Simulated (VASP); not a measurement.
# Ta6H in VASP: single point with PBE+D3(BJ)

Aim: the single point of Ta6H with PBE+D3(BJ).

All numbers are computed with VASP 6.6.1; they aren't measurements. Logs are shortened: lines on timing, memory, paths and dates and some standing lists are left out, and cuts for length are marked.

## Step 1: The cell of the first run

The cell holds a slab with vacuum, 14 atoms: a = 5.690 Å, b = 5.690 Å, c = 23.039 Å, α = 90.00°, β = 90.00°, γ = 109.47°.

## Step 2: Single point, PBE+D3(BJ)

The input, INCAR:

```
SYSTEM = Ta6H
  PREC = Accurate
  ENCUT = 520
  EDIFF = 1E-6
  ISMEAR = 0
  SIGMA = 0.1
  LREAL = .False.
  LASPH = .True.
  NELM = 60
  ALGO = Normal
  ISIF = 2
  LWAVE = .False.
  LCHARG = .False.
  LDIPOL = .True.
  IDIPOL = 3
  DIPOL = 0.5 0.5 0.482
  GGA = PE
  IVDW = 12
  NBANDS = 80
```

The input, KPOINTS:

```
Automatic mesh
0
Gamma
  4 4 1
  0 0 0
```

The input, POSCAR:

```
Ta6H
1.0
    5.6896945747      0.0000000000      0.0000000000
   -1.8965648582      5.3642954889      0.0000000000
    0.0000000000      0.0000000000     23.0387161668
Ta H
12 2
Direct
    0.2500000000      0.2500000000      0.3472415712
    0.2500000000      0.7500000000      0.3472415712
    0.7500000000      0.2500000000      0.3472415712
    0.7500000000      0.7500000000      0.3472415712
    0.4999681567      0.4999111693      0.4458342708
    0.4999520040     -0.0000946078      0.4458239652
    0.0000511631      0.5000227830      0.4458261217
    0.0000731386     -0.0000225051      0.4458303447
    0.7499632450      0.7499106441      0.5443547916
    0.7500986900      0.2501757109      0.5443215936
    0.2497426727      0.7498520322      0.5443309683
    0.2500209656      0.2499607279      0.5443383702
    0.8505050656      0.5501348561      0.6864361977
    0.8267394671      0.5534925403      0.7185928284
```

Potentials or basis: VASP PAW PBE potentials, release 64 (Ta_pv, H).

Started as:

```sh
$ cat potpaw_PBE.64/Ta_pv/POTCAR potpaw_PBE.64/H/POTCAR > POTCAR
$ mpirun -np 1 vasp_std > vasp.out
```

OUTCAR:

```text
SYSTEM = Ta6H
   PREC = Accurate
   ENCUT = 520
   EDIFF = 1E-6
   ISMEAR = 0
   LREAL = .False.
   LASPH = .True.
   NELM = 60
   ISIF = 2
   GGA = PE
   IVDW = 12
 IVDW          = 12

 ion  position               nearest neighbor table
   1  0.250  0.250  0.347-   5 2.80   8 2.80   3 2.84   3 2.84   2 2.84   2 2.84   7 3.25   6 3.25
                             4 3.28   4 3.28
   2  0.250  0.750  0.347-   6 2.80   7 2.80   4 2.84   4 2.84   1 2.84   1 2.84   8 3.25   5 3.25
                             3 3.28   3 3.28
   3  0.750  0.250  0.347-   7 2.80   6 2.80   1 2.84   1 2.84   4 2.84   4 2.84   5 3.25   8 3.25
                             2 3.28   2 3.28
   4  0.750  0.750  0.347-   8 2.80   5 2.80   2 2.84   2 2.84   3 2.84   3 2.84   6 3.25   7 3.25
                             1 3.28   1 3.28
   5  0.500  0.500  0.446-  12 2.80   9 2.80   1 2.80   4 2.80   7 2.84   6 2.84   6 2.84   7 2.85
                            10 3.25  11 3.25   3 3.25   2 3.25   8 3.28   8 3.29
   6  0.500  1.000  0.446-  11 2.80  10 2.80   2 2.80   3 2.80   8 2.84   5 2.84   5 2.84   8 2.85
                            12 3.25   9 3.25   4 3.25   1 3.25   7 3.28   7 3.29
   7  0.000  0.500  0.446-  11 2.80  10 2.80   2 2.80   3 2.80   8 2.84   5 2.84   5 2.85   8 2.85
                            12 3.25   9 3.25   1 3.25   4 3.25   6 3.28   6 3.29
   8  0.000  1.000  0.446-  12 2.80   9 2.80   1 2.80   4 2.80   6 2.84   7 2.84   7 2.85   6 2.85
                            11 3.25  10 3.25   2 3.25   3 3.25   5 3.28   5 3.29
   9  0.750  0.750  0.544-   5 2.80   8 2.80  10 2.84  11 2.84  11 2.85  10 2.85   7 3.25   6 3.25
                            12 3.28  12 3.29
  10  0.750  0.250  0.544-   7 2.80   6 2.80   9 2.84  12 2.84  12 2.84   9 2.85   5 3.25   8 3.25
                            11 3.28  11 3.29
  11  0.250  0.750  0.544-   7 2.80   6 2.80   9 2.84  12 2.84  12 2.84   9 2.85   8 3.25   5 3.25
                            10 3.28  10 3.29
  12  0.250  0.250  0.544-   5 2.80   8 2.80  11 2.84  10 2.84  10 2.84  11 2.84   6 3.25   7 3.25
                             9 3.28   9 3.29
  13  0.851  0.550  0.686-  14 0.75
  14  0.827  0.553  0.719-  13 0.75

  LATTYP: Found a base centered orthorhombic cell.
 ALAT       =     6.5698933887
 B/A-ratio  =     1.4142135624
 C/A-ratio  =     3.5067108100

  Lattice vectors:

 A1 = (   5.6896945747,   0.0000000000,   0.0000000000)
 A2 = (  -1.8965648582,   5.3642954889,   0.0000000000)
 A3 = (   0.0000000000,   0.0000000000,  23.0387161668)

Analysis of symmetry for initial positions (statically):
=====================================================================
 Subroutine PRICEL returns:
 Original cell was already a primitive cell.

 Routine SETGRP: Setting up the symmetry group for a
 base centered orthorhombic supercell.

 Subroutine GETGRP returns: Found  1 space group operations
 (whereof  1 operations were pure point group operations)
 out of a pool of  8 trial point group operations.

The static configuration has the point symmetry C_1 .

Analysis of symmetry for dynamics (positions and initial velocities):
=====================================================================
 Subroutine PRICEL returns:
 Original cell was already a primitive cell.

 Routine SETGRP: Setting up the symmetry group for a
 base centered orthorhombic supercell.

 Subroutine GETGRP returns: Found  1 space group operations
 (whereof  1 operations were pure point group operations)
 out of a pool of  8 trial point group operations.

The dynamic configuration has the point symmetry C_1 .

 Subroutine INISYM returns: Found  1 space group operations
 (whereof  1 operations are pure point group operations),
 and found     1 'primitive' translations

----------------------------------------------------------------------------------------

                                     Primitive cell

  volume of cell :     703.1693

  direct lattice vectors                    reciprocal lattice vectors
     5.689694575  0.000000000  0.000000000     0.175756359  0.062139257  0.000000000
    -1.896564858  5.364295489  0.000000000     0.000000000  0.186417770  0.000000000
     0.000000000  0.000000000 23.038716167     0.000000000  0.000000000  0.043405196

  length of vectors
     5.689694575  5.689694575 23.038716167     0.186417770  0.186417770  0.043405196

[... 56 lines left out ...]

 Found     10 irreducible k-points:

 Following reciprocal coordinates:
            Coordinates               Weight
  0.000000  0.000000  0.000000      1.000000
  0.250000  0.000000  0.000000      2.000000
  0.000000  0.250000  0.000000      2.000000
  0.500000  0.000000  0.000000      1.000000
  0.000000  0.500000  0.000000      1.000000
  0.250000  0.250000  0.000000      2.000000
  0.500000  0.250000  0.000000      2.000000
  0.250000  0.500000  0.000000      2.000000
 -0.250000  0.250000  0.000000      2.000000
  0.500000  0.500000  0.000000      1.000000
   k-points           NKPTS =     10   k-points in BZ     NKDIM =     10   number of bands    NBANDS=     80
   number of dos      NEDOS =    301   number of ions     NIONS =     14
   total plane-waves  NPLWV = 317520
   dimension x,y,z NGX =    42 NGY =   42 NGZ =  180
   dimension x,y,z NGXF=    84 NGYF=   84 NGZF=  360
   ions per type =              12   2
   NGX,Y,Z   is equivalent  to a cutoff of  12.27, 12.27, 12.99 a.u.
   NGXF,Y,Z  is equivalent  to a cutoff of  24.54, 24.54, 25.98 a.u.
 SYSTEM =  Ta6H
   PREC   = accura    normal or accurate (medium, high low for compatibility)
   ISTART =      0    job   : 0-new  1-cont  2-samecut
   ICHARG =      2    charge: 1-file 2-atom 10-const
   ISPIN  =      1    spin polarized calculation?
   LNONCOLLINEAR =      F non collinear calculations
   LSORBIT =      F    spin-orbit coupling
   LASPH  =      T    aspherical Exc in radial PAW
   ENCUT  =  520.0 eV  38.22 Ry    6.18 a.u.  10.58 10.58 42.84*2*pi/ulx,y,z
   NELM   =     60;   NELMIN=  2; NELMDL= -5     # of ELM steps
   EDIFF  = 0.1E-05   stopping-criterion for ELM
   LREAL  =      F    real-space projection
   EDIFFG = 0.1E-04   stopping-criterion for IOM
   NSW    =      0    number of steps for IOM
   IBRION =     -1    ionic relax: 0-MD 1-quasi-New 2-CG
   NFREE  =      0    steps in history (QN), initial steepest desc. (CG)
   ISIF   =      2    stress and relaxation
   ISYM   =      2    0-nonsym 1-usesym 2-fastsym
   POTIM  = 0.5000    time-step for ionic-motion
   TEBEG  =    0.0;   TEEND  =   0.0 temperature during run
   PSTRESS=    0.0 pullay stress
   NELECT =     134.0000    total number of electrons
   NUPDOWN=      -1.0000    fix difference up-down
   EMIN   =  10.00;   EMAX   =-10.00  energy-range for DOS
   EFERMI =   0.00;   METHOD = LEGACY
   ISMEAR =     0;   SIGMA  =   0.10  broadening in eV -4-tet -1-fermi 0-gaus
   EFERMI_NEDOS =   21; number of points for ismear=-14 and -15
   IALGO  =     38    algorithm
   IMIX   =      4    mixing-type and parameters
     AMIX     =   0.40;   BMIX     =  1.00
     AMIX_MAG =   1.60;   BMIX_MAG =  1.00
  volume/ion in A,a.u.               =      50.23       338.94
  Fermi-wavevector in a.u.,A,eV,Ry     =   0.942084  1.780281 12.075482  0.887523
  Thomas-Fermi vector in A             =   2.069659
   LORBIT       =      0    0 simple, 1 ext, 2 COOP (PROOUT), +10 PAW based schemes
   GGA     = PE    functional components
   LHFCALC =     F    Hartree Fock is set to
   AEXX    =    0.0000 exact exchange contribution
   IVDW    =    12    specifies the selected vdW correction
   LEPSILON=     F    determine dielectric tensor
   LRPA    =     F    only Hartree local field effects (RPA)
 non-spin polarized calculation
 Gauss-broadening in eV      SIGMA  =   0.10
  energy-cutoff  :      520.00
  volume of cell :      703.17
 maximum number of plane-waves:     18985
   NGX = 21   NGY = 21   NGZ = 85

 dipolmoment           0.000000      0.000000      0.224486 electrons x Angstroem

 number of electron     134.0000032 magnetization

 dipolmoment           0.000000      0.000000     -0.014411 electrons x Angstroem

 Free energy of the ion-electron system (eV)
  ---------------------------------------------------
  ext. energy  EPLUGINS =         0.00000000
  ---------------------------------------------------
  free energy    TOTEN  =      -139.54146730 eV

  energy without entropy =     -139.46276473  energy(sigma->0) =     -139.50211601

 E-fermi :  -1.3453     XC(G=0):  -4.9732

 val. band max:       -1.3542283667   @ k =   0.2500   0.5000   0.0000
 cond. band min:      -1.3133781890   @ k =   0.2500   0.0000   0.0000
 fundamental gap:      0.0408501777
 Fermi energy:        -1.3453346093

 k-point     1 :       0.0000    0.0000    0.0000
  band No.  band energies     occupation
      1     -35.8928      2.00000
      2     -35.8927      2.00000
      3     -35.8868      2.00000
      4     -35.8483      2.00000
      5     -35.8094      2.00000
      6     -35.7895      2.00000
[... 809 lines left out ...]
     78       0.4191      0.00000
     79       0.4295      0.00000
 [bands above 79 left out]

------------------------ aborting loop because EDIFF is reached ----------------------------------------

 vacuum level on the upper side and lower side of the slab       (xc-potential included)        -0.161        -0.057

 Edisp (eV)   -5.19992

 E8    (eV) :    -2.8264

  FORCE on cell =-STRESS in cart. coord.  units (eV):
  Direction    XX          YY          ZZ          XY          YZ          ZX
  --------------------------------------------------------------------------------------
  -------------------------------------------------------------------------------------
  Total     -13.29731   -12.36799    -0.06877     1.32904     0.00552     0.01424
  in kB     -30.29804   -28.18056    -0.15668     3.02824     0.01258     0.03245
  external pressure =      -19.55 kB  Pullay stress =        0.00 kB

 VOLUME and BASIS-vectors are now :
 -----------------------------------------------------------------------------
  energy-cutoff  :      520.00
  volume of cell :      703.17
      direct lattice vectors                 reciprocal lattice vectors
     5.689694575  0.000000000  0.000000000     0.175756359  0.062139257  0.000000000
    -1.896564858  5.364295489  0.000000000     0.000000000  0.186417770  0.000000000
     0.000000000  0.000000000 23.038716167     0.000000000  0.000000000  0.043405196

 POSITION                                       TOTAL-FORCE (eV/Angst)
 -----------------------------------------------------------------------------------
      0.94828      1.34107      8.00000        -0.001577      0.000757     -0.008033
      0.00000      4.02322      8.00000         0.003097     -0.001904     -0.007319
      3.79313      1.34107      8.00000         0.002670     -0.002829     -0.005245
      2.84485      4.02322      8.00000        -0.002831      0.001510     -0.004147
      1.89655      2.68167     10.27145         0.002326      0.003651     -0.000086
      0.94819      5.36379     10.27121         0.004576      0.003956     -0.000679
     -0.94803      2.68227     10.27126        -0.003434     -0.005041     -0.000148
     -1.89611      5.36417     10.27136        -0.008213      0.001189      0.000081
      2.84481      4.02274     12.54124         0.003420     -0.002851      0.007429
      3.79336      1.34202     12.54047        -0.002486      0.001964      0.007374
     -0.00118      4.02243     12.54069        -0.002137      0.001225      0.005618
      0.94848      1.34086     12.54086         0.003963     -0.002539      0.005081
      3.79575      2.95109     15.81461        -0.007335      0.000930      0.035108
      3.65416      2.96910     16.55546         0.007961     -0.000019     -0.035034
 -----------------------------------------------------------------------------------
    total drift:                                0.000039     -0.000043      0.000319

  FREE ENERGIE OF THE ION-ELECTRON SYSTEM (eV)
  ---------------------------------------------------
  free  energy   TOTEN  =      -144.7413903270 eV

  energy  without entropy=     -144.6626877509  energy(sigma->0) =     -144.70203904

 vacuum level on the upper side and lower side of the slab         3.264         3.395
```

It took 19 min on 1 thread of Intel Xeon 6975P-C (Granite Rapids), shared host; peak memory 0.9 GiB.

Results:

- Free energy: -144.7414 eV
- Largest force: 0.036 eV/Å
- Band gap on the k mesh: zero (bands 67 and 68 overlap by 0.92 eV)
- Dispersion energy per atom: -0.371 eV

Forces in eV/Å, atoms in the order of the input:
```
Ta  -0.002  0.001 -0.008
Ta   0.003 -0.002 -0.007
Ta   0.003 -0.003 -0.005
Ta  -0.003  0.002 -0.004
Ta   0.002  0.004  0.000
Ta   0.005  0.004 -0.001
Ta  -0.003 -0.005  0.000
Ta  -0.008  0.001  0.000
Ta   0.003 -0.003  0.007
Ta  -0.002  0.002  0.007
Ta  -0.002  0.001  0.006
Ta   0.004 -0.003  0.005
H   -0.007  0.001  0.035
H    0.008  0.000 -0.035
```

Caveat: spin-orbit coupling is left out, which moves the levels of the heavy elements.
